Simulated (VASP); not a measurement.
Crystal: MgO.

```
CELL_PARAMETERS angstrom
2.93802 0.00000 0.00000
-1.46901 2.54440 0.00000
0.00000 0.00000 2.67968
ATOMIC_POSITIONS crystal
Mg 0.00000 0.00000 0.00000
O 0.33333 0.66667 0.50000
```

| Quantity | Value |
| --- | --- |
| Program | VASP 6.6.1 |
| Task | relaxation of cell and atoms |
| Functional | PBEsol |
| Potentials or basis | VASP PAW PBE potentials, release 64 (Mg, O) |
| Cutoff | 600 eV |
| k mesh | 12 × 12 × 8 |
| Occupations | gaussian, width 0.01 eV |
| Spin | no spin polarisation |

At the start: pressure -4.5 GPa; volume 10.02 Å³/atom.

How do energy, volume and symmetry change on relaxing?

Over 5 steps the energy falls by 4.7 meV/atom and the volume is 9.69 Å³/atom (-3.2 %); space group P-6m2 (No. 187, to 0.05 Å).

Step by step:
| step | energy change (eV) | largest force (eV/Å) | pressure (GPa) | volume (Å³) |
| --- | --- | --- | --- | --- |
| 1 | 0.0000 | 0.0000 | -4.52 | 20.03 |
| 2 | -0.0086 | 0.0000 | 1.31 | 19.22 |
| 3 | -0.0093 | 0.0000 | -0.01 | 19.39 |
| 4 | -0.0094 | 0.0000 | 0.03 | 19.38 |
| 5 | -0.0094 | 0.0000 | 0.00 | 19.38 |

Final structure:
```yaml
crystal:
  lattice:
    - [2.90430, 0.00000, 0.00000]
    - [-1.45215, 2.51520, 0.00000]
    - [0.00000, 0.00000, 2.65329]
  atoms:
    - { symbol: Mg, position: [0.00000, 0.00000, 0.00000] }
    - { symbol: O, position: [0.33333, 0.66667, 0.50000] }
```

Caveat: the PAW data sets were made with another functional, which shifts forces and pressure a little.
